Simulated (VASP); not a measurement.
A run of VASP 6.6.1 is set up as follows.

Contents of INCAR:

```
SYSTEM = Ti
ALGO = Fast ; EDIFF = 1E-6
ENCUT = 520 ; GGA = PS
ISIF = 2 ; ISMEAR = 0
LASPH = .TRUE. ; LCHARG = .FALSE.
LREAL = .FALSE. ; LWAVE = .FALSE.
NBANDS = 12 ; NELM = 80
PREC = Accurate ; SIGMA = 0.15
```

Contents of KPOINTS:

```
k-points
0
G
  14 14 14
  0 0 0
```

Contents of POSCAR:

```
Ti
1.0
    0.0000000000      2.0279211515      2.0279211515
    2.0279211515      0.0000000000      2.0279211515
    2.0279211515      2.0279211515      0.0000000000
Ti
1
Direct
    0.0000000000      0.0000000000      0.0000000000
```

Potentials or basis: VASP PAW PBE potentials, release 64 (Ti_sv).

Launch:

```sh
$ cat potpaw_PBE.64/Ti_sv/POTCAR > POTCAR
$ mpirun -np 1 vasp_std > vasp.out
```

Task: What does it give for the band gap on the k mesh?

Result: Zero (band 6 reaches 9.43 eV, above the bottom of band 7 at 8.10 eV).

Task: Estimate the pressure.

Result: -0.2 GPa.

Caveat: the PAW data sets were made with another functional, which shifts forces and pressure a little.
